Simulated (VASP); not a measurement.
# Ir (Fm-3m) in VASP: settings compared

Aim: see how the results for Ir move with the level of theory and the settings. Levels: PBE, PBEsol, revPBE+D3(BJ), revPBE+D4. Tasks: single point.

All numbers are computed with VASP 6.6.1; they aren't measurements. Logs are shortened: lines on timing, memory, paths and dates and some standing lists are left out, and cuts for length are marked.

## 1. The cell of the first run

It takes space group Fm-3m (No. 225, cubic). Conventional cell: a = 3.831 Å, b = 3.831 Å, c = 3.831 Å, α = 90.00°, β = 90.00°, γ = 90.00°. Ir (site symmetry m-3m) has 12 Ir at 2.71 Å within 3.6 Å.

## 2. Single point, PBE

INCAR reads:

```
  PREC = Accurate
  ENCUT = 520
  EDIFF = 1E-6
  ISMEAR = 0
  SIGMA = 0.024
  LREAL = F
  LASPH = T
  NELM = 60
  ALGO = Normal
  ISIF = 2
  LWAVE = F
  LCHARG = T
  GGA = PE
  LELF = T
  LVHAR = T
  NBANDS = 10
```

KPOINTS reads:

```
regular mesh
0
Gamma
  12 12 12
```

POSCAR reads:

```
Ir
1.0
    0.0000000000      1.9156000000      1.9156000000
    1.9156000000      0.0000000000      1.9156000000
    1.9156000000      1.9156000000      0.0000000000
Ir
1
Direct
    0.0000000000      0.0000000000      0.0000000000
```

Potentials or basis: VASP PAW PBE potentials, release 64 (Ir).

On the command line:

```
> cat potpaw_PBE.64/Ir/POTCAR > POTCAR
> mpirun -np 1 vasp_std > vasp.out
```

OUTCAR:

```text
PREC = Accurate
   ENCUT = 520
   EDIFF = 1E-6
   ISMEAR = 0
   LREAL = F
   LASPH = T
   NELM = 60
   ISIF = 2
   GGA = PE

 ion  position               nearest neighbor table
   1  0.000  0.000  0.000-

  LATTYP: Found a face centered cubic cell.
 ALAT       =     3.8312000000

  Lattice vectors:

 A1 = (   0.0000000000,   1.9156000000,   1.9156000000)
 A2 = (   1.9156000000,   0.0000000000,   1.9156000000)
 A3 = (   1.9156000000,   1.9156000000,   0.0000000000)

Analysis of symmetry for initial positions (statically):
[... 5 lines left out ...]
 face centered cubic supercell.

 Subroutine GETGRP returns: Found 48 space group operations
 (whereof 48 operations were pure point group operations)
 out of a pool of 48 trial point group operations.

The static configuration has the point symmetry O_h .

Analysis of symmetry for dynamics (positions and initial velocities):
[... 5 lines left out ...]
 face centered cubic supercell.

 Subroutine GETGRP returns: Found 48 space group operations
 (whereof 48 operations were pure point group operations)
 out of a pool of 48 trial point group operations.

The dynamic configuration has the point symmetry O_h .

 Subroutine INISYM returns: Found 48 space group operations
 (whereof 48 operations are pure point group operations),
 and found     1 'primitive' translations

----------------------------------------------------------------------------------------

                                     Primitive cell

  volume of cell :      14.0587

  direct lattice vectors                    reciprocal lattice vectors
     0.000000000  1.915600000  1.915600000    -0.261014826  0.261014826  0.261014826
     1.915600000  0.000000000  1.915600000     0.261014826 -0.261014826  0.261014826
     1.915600000  1.915600000  0.000000000     0.261014826  0.261014826 -0.261014826

  length of vectors
     2.709067500  2.709067500  2.709067500     0.452090940  0.452090940  0.452090940

  position of ions in fractional coordinates (direct lattice)
     0.000000000  0.000000000  0.000000000

  ion indices of the primitive-cell ions
   primitive index   ion index
                 1           1

----------------------------------------------------------------------------------------

 KPOINTS: regular mesh

Automatic generation of k-mesh.
 Grid dimensions read from file:
 generate k-points for:   12   12   12

 Generating k-lattice:

  Cartesian coordinates                     Fractional coordinates (reciprocal lattice)
    -0.021751235  0.021751235  0.021751235     0.083333333  0.000000000  0.000000000
     0.021751235 -0.021751235  0.021751235     0.000000000  0.083333333  0.000000000
     0.021751235  0.021751235 -0.021751235     0.000000000  0.000000000  0.083333333

  Length of vectors
     0.037674245  0.037674245  0.037674245

  Shift w.r.t. Gamma in fractional coordinates (k-lattice)
     0.000000000  0.000000000  0.000000000

 Subroutine IBZKPT returns following result:
 ===========================================

 Found     72 irreducible k-points:

 Following reciprocal coordinates:
            Coordinates               Weight
  0.000000  0.000000  0.000000      1.000000
  0.083333  0.000000  0.000000      8.000000
  0.166667  0.000000  0.000000      8.000000
  0.250000  0.000000  0.000000      8.000000
  0.333333  0.000000  0.000000      8.000000
  0.416667  0.000000  0.000000      8.000000
[... 16 lines left out ...]
  0.500000  0.166667  0.000000     24.000000
 -0.416667  0.166667  0.000000     24.000000
 [... further k-points ...]
   k-points           NKPTS =     72   k-points in BZ     NKDIM =     72   number of bands    NBANDS=     10
   number of dos      NEDOS =    301   number of ions     NIONS =      1
   total plane-waves  NPLWV =   8000
   dimension x,y,z NGX =    20 NGY =   20 NGZ =   20
   dimension x,y,z NGXF=    40 NGYF=   40 NGZF=   40
   ions per type =               1
   NGX,Y,Z   is equivalent  to a cutoff of  12.27, 12.27, 12.27 a.u.
   NGXF,Y,Z  is equivalent  to a cutoff of  24.55, 24.55, 24.55 a.u.
 SYSTEM =  unknown system
   PREC   = accura    normal or accurate (medium, high low for compatibility)
   ISTART =      0    job   : 0-new  1-cont  2-samecut
   ICHARG =      2    charge: 1-file 2-atom 10-const
   ISPIN  =      1    spin polarized calculation?
   LNONCOLLINEAR =      F non collinear calculations
   LSORBIT =      F    spin-orbit coupling
   LASPH  =      T    aspherical Exc in radial PAW
   ENCUT  =  520.0 eV  38.22 Ry    6.18 a.u.   5.04  5.04  5.04*2*pi/ulx,y,z
   NELM   =     60;   NELMIN=  2; NELMDL= -5     # of ELM steps
   EDIFF  = 0.1E-05   stopping-criterion for ELM
   LREAL  =      F    real-space projection
   EDIFFG = 0.1E-04   stopping-criterion for IOM
   NSW    =      0    number of steps for IOM
   IBRION =     -1    ionic relax: 0-MD 1-quasi-New 2-CG
   NFREE  =      0    steps in history (QN), initial steepest desc. (CG)
   ISIF   =      2    stress and relaxation
   ISYM   =      2    0-nonsym 1-usesym 2-fastsym
   POTIM  = 0.5000    time-step for ionic-motion
   TEBEG  =    0.0;   TEEND  =   0.0 temperature during run
   PSTRESS=    0.0 pullay stress
   NELECT =       9.0000    total number of electrons
   NUPDOWN=      -1.0000    fix difference up-down
   EMIN   =  10.00;   EMAX   =-10.00  energy-range for DOS
   EFERMI =   0.00;   METHOD = LEGACY
   ISMEAR =     0;   SIGMA  =   0.02  broadening in eV -4-tet -1-fermi 0-gaus
   EFERMI_NEDOS =   21; number of points for ismear=-14 and -15
   IALGO  =     38    algorithm
   IMIX   =      4    mixing-type and parameters
     AMIX     =   0.40;   BMIX     =  1.00
     AMIX_MAG =   1.60;   BMIX_MAG =  1.00
  volume/ion in A,a.u.               =      14.06        94.87
  Fermi-wavevector in a.u.,A,eV,Ry     =   1.410937  2.666284 27.085691  1.990742
  Thomas-Fermi vector in A             =   2.532839
   LORBIT       =      0    0 simple, 1 ext, 2 COOP (PROOUT), +10 PAW based schemes
   GGA     = PE    functional components
   LHFCALC =     F    Hartree Fock is set to
   AEXX    =    0.0000 exact exchange contribution
   IVDW    =     0    specifies the selected vdW correction
   LEPSILON=     F    determine dielectric tensor
   LRPA    =     F    only Hartree local field effects (RPA)
 non-spin polarized calculation
 Gauss-broadening in eV      SIGMA  =   0.02
  energy-cutoff  :      520.00
  volume of cell :       14.06
 maximum number of plane-waves:       388
   NGX =  9   NGY =  9   NGZ =  9

 number of electron       9.0000000 magnetization

 Free energy of the ion-electron system (eV)
  ---------------------------------------------------
  ext. energy  EPLUGINS =         0.00000000
  ---------------------------------------------------
  free energy    TOTEN  =        -8.85137444 eV

  energy without entropy =       -8.85105961  energy(sigma->0) =       -8.85121703

 E-fermi :  10.5449     XC(G=0): -14.0262

 val. band max:       10.5297147989   @ k =  -0.3333   0.3333   0.0000
 cond. band min:      10.5483367149   @ k =  -0.2500   0.0833   0.0000
 fundamental gap:      0.0186219160
 Fermi energy:        10.5448733241

 k-point     1 :       0.0000    0.0000    0.0000
  band No.  band energies     occupation
      1      -0.6718      2.00000
      2       6.5915      2.00000
      3       6.5915      2.00000
      4       6.5915      2.00000
      5       9.3047      2.00000
      6       9.3047      2.00000
      7      24.8318      0.00000
      8      30.4510      0.00000
      9      30.4510      0.00000
     10      30.4510      0.00000

 k-point     2 :       0.0833    0.0000    0.0000
  band No.  band energies     occupation
      1      -0.3634      2.00000
      2       6.4309      2.00000
      3       6.7225      2.00000
      4       6.7225      2.00000
      5       9.2229      2.00000
      6       9.2229      2.00000
      7      25.3603      0.00000
      8      29.0037      0.00000
      9      30.9605      0.00000
     10      30.9605      0.00000

 k-point     3 :       0.1667    0.0000    0.0000
  band No.  band energies     occupation
      1       0.4824      2.00000
      2       6.1081      2.00000
      3       6.9886      2.00000
      4       6.9886      2.00000
      5       9.1454      2.00000
      6       9.1454      2.00000
      7      26.4300      0.00000
      8      26.8828      0.00000
      9      32.3833      0.00000
     10      32.3833      0.00000

 k-point     4 :       0.2500    0.0000    0.0000
  band No.  band energies     occupation
      1       1.5471      2.00000
      2       6.0789      2.00000
      3       7.0370      2.00000
      4       7.0370      2.00000
      5       9.4879      2.00000
      6       9.4879      2.00000
      7      24.3295      0.00000
      8      27.3248      0.00000
      9      34.2946      0.00000
     10      34.2951      0.00000

 k-point     5 :       0.3333    0.0000    0.0000
  band No.  band energies     occupation
      1       2.2184      2.00000
      2       6.8102      2.00000
      3       6.8102      2.00000
      4       6.9833      2.00000
      5      10.2849      2.00000
      6      10.2849      2.00000
      7      21.8440      0.00000
      8      26.0434      0.00000
      9      33.1977      0.00000
     10      33.1977      0.00000

 k-point     6 :       0.4167    0.0000    0.0000
  band No.  band energies     occupation
      1       2.3557      2.00000
      2       6.5748      2.00000
      3       6.5748      2.00000
      4       8.6948      2.00000
      5      11.0833      0.00000
      6      11.0833      0.00000
      7      19.2123      0.00000
      8      24.7890      0.00000
      9      31.1393      0.00000
     10      31.1393      0.00000
[... 183 lines left out ...]
 k-point    21 :       0.3333    0.1667    0.0000
  band No.  band energies     occupation
      1       2.7111      2.00000
      2       5.0785      2.00000
      3       6.6531      2.00000
      4       7.9056      2.00000
      5       9.8629      2.00000
      6      10.6953      0.00000
      7      24.3121      0.00000
      8      28.0802      0.00000
      9      29.6139      0.00000
     10      31.4447      0.00000

 k-point    22 :       0.4167    0.1667    0.0000
  band No.  band energies     occupation
      1       3.1482      2.00000
      2       5.6600      2.00000
      3       6.3628      2.00000
      4       7.6718      2.00000
      5      11.3380      0.00000
      6      11.6838      0.00000
      7      21.0436      0.00000
      8      26.7715      0.00000
      9      28.9117      0.00000
     10      31.0540      0.00000

 k-point    23 :       0.5000    0.1667    0.0000
  band No.  band energies     occupation
      1       3.2274      2.00000
      2       5.6902      2.00000
      3       7.1599      2.00000
      4       7.4299      2.00000
      5      11.5018      0.00000
      6      13.7205      0.00000
      7      18.1371      0.00000
      8      26.0294      0.00000
      9      28.9174      0.00000
     10      29.4462      0.00000

 k-point    24 :      -0.4167    0.1667    0.0000
  band No.  band energies     occupation
      1       3.2987      2.00000
      2       5.7152      2.00000
      3       7.3160      2.00000
      4       7.5011      2.00000
      5      10.9713      0.00000
      6      14.3178      0.00000
      7      17.8202      0.00000
      8      25.8542      0.00000
      9      28.1355      0.00000
     10      30.1620      0.00000

 [... further k-points ...]
[... 5 lines left out ...]
  --------------------------------------------------------------------------------------
  -------------------------------------------------------------------------------------
  Total        1.0325679      1.0325679      1.0325679      0.0000000      0.0000000     -0.0000000
  in kB      117.6751432    117.6751432    117.6751432      0.0000000      0.0000000     -0.0000000
  external PRESSURE =     117.6751432 kB  Pullay stress =       0.0000000 kB

 VOLUME and BASIS-vectors are now :
 -----------------------------------------------------------------------------
  energy-cutoff  :      520.00
  volume of cell :       14.06
      direct lattice vectors                 reciprocal lattice vectors
     0.000000000  1.915600000  1.915600000    -0.261014826  0.261014826  0.261014826
     1.915600000  0.000000000  1.915600000     0.261014826 -0.261014826  0.261014826
     1.915600000  1.915600000  0.000000000     0.261014826  0.261014826 -0.261014826

 POSITION                                       TOTAL-FORCE (eV/Angst)
 -----------------------------------------------------------------------------------
      0.00000      0.00000      0.00000        -0.000000     -0.000000      0.000000
 -----------------------------------------------------------------------------------
    total drift:                               -0.000000     -0.000000     -0.000000

  FREE ENERGIE OF THE ION-ELECTRON SYSTEM (eV)
  ---------------------------------------------------
  free  energy   TOTEN  =        -8.8513744449 eV

  energy  without entropy=       -8.8510596097  energy(sigma->0) =       -8.85121703
```

Run time: 17 s. Hardware: 1 thread of AMD EPYC 7R13, shared host; peak memory 0.1 GiB.

Results:

| Quantity | Value |
| --- | --- |
| Free energy | -8.8514 eV |
| Pressure | 11.8 GPa |

Levels at points of the mesh, in eV from the Fermi level:
| k point | band 1 | band 2 | band 3 | band 4 | band 5 | band 6 | band 7 | band 8 |
| --- | --- | --- | --- | --- | --- | --- | --- | --- |
| (0.00, 0.00, 0.00) | -11.22 | -3.95 | -3.95 | -3.95 | -1.24 | -1.24 | 14.29 | 19.91 |
| (0.50, 0.00, 0.00) | -8.20 | -4.06 | -4.06 | -0.81 | 0.88 | 0.88 | 7.30 | 13.83 |
| (0.50, 0.50, 0.00) | -8.02 | -7.44 | 0.84 | 1.46 | 1.46 | 1.67 | 10.57 | 11.71 |

Caveat: spin-orbit coupling is left out, which moves the levels of the heavy elements.

## 3. Single point, PBEsol, non-collinear spin, zero start, spin-orbit coupling

INCAR reads:

```
ALGO = Fast
EDIFF = 1E-6
ENCUT = 520
GGA = PS
GGA_COMPAT = False
ISIF = 2
ISMEAR = -1
LASPH = True
LCHARG = False
LMAXMIX = 4
LORBIT = 11
LORBMOM = True
LREAL = False
LSORBIT = True
LWAVE = False
MAGMOM = 0 0 0
NBANDS = 20
NELM = 150
PREC = Accurate
SIGMA = 0.05
```

KPOINTS reads:

```
k-points
0
Gamma
  12 12 12
```

POSCAR is that of step 2.

Potentials or basis: VASP PAW PBE potentials, release 64 (Ir).

On the command line:

```
> cat potpaw_PBE.64/Ir/POTCAR > POTCAR
> mpirun -np 1 vasp_ncl > vasp.out
```

Run time: 30 s. Hardware: 1 thread of Intel Xeon 6975P-C (Granite Rapids), shared host; peak memory 0.18 GiB.

The run converged. Its results:

- Free energy: -10.2266 eV
- Pressure: 1.3 GPa
- Net moment: 0.00 μB per cell
- Valence electrons inside the program's atomic spheres: Ir 8.41

Moments on the atoms (μB; x, y, z):
```
Ir  0.00 0.00 0.00
```

Caveat: the PAW data sets were made with another functional, which shifts forces and pressure a little.

(Continued in part 2 of 2.)
